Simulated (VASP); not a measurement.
Zn5O, 6 atoms in the cell. The structure is hexagonal, space group P6/mmm (No. 191). Conventional cell: a = 5.000 Å, b = 5.000 Å, c = 4.416 Å, α = 90.00°, β = 90.00°, γ = 120.00°. Zn (site symmetry mmm) has 8 Zn at 2.50 to 2.64 Å and 4 O at 3.34 Å within 3.4 Å. Within 3.5 Å of Zn (site symmetry -6m2) lie 9 Zn at 2.64 to 2.89 Å and 3 O at 2.89 Å. Within 3.8 Å of O (site symmetry 6/mmm) lie 18 Zn at 2.89 to 3.34 Å. The cell was built from a structure type or drawn by symmetry, and may not be a known phase.

| Property | Result |
| --- | --- |
| Program | VASP 6.6.1 |
| Task | single point |
| Functional | PBE |
| Potentials or basis | VASP PAW PBE potentials, release 64 (Zn, O) |
| Cutoff | 520 eV |
| k mesh | 6 × 6 × 4 |
| Occupations | gaussian, width 0.1 eV |
| Spin | collinear spin, ferromagnetic start |
| Starting moments | [0.0, 0.0, 0.0, 0.0, 0.0, 1.0] μB |
| Dipole correction | no |
| Further INCAR settings | ALGO = Normal; EDIFF = 1e-06; NBANDS = 46 |

Potentials or basis: VASP PAW PBE potentials, release 64 (Zn, O).

The run is started by

```bash
$ cat potpaw_PBE.64/Zn/POTCAR potpaw_PBE.64/O/POTCAR > POTCAR
$ mpirun -np 1 vasp_std > vasp.out
```

Hardware: 1 thread of AMD EPYC 7R13 Processor (Zen 3), with other jobs on the host.

**Question.** Estimate the wall time of this run.

**Answer.** Run time: 4.4 min on 1 thread of AMD EPYC 7R13 Processor (Zen 3), on a shared host, peak memory 0.3 GiB. Counts: scf iterations 19, k points 21.
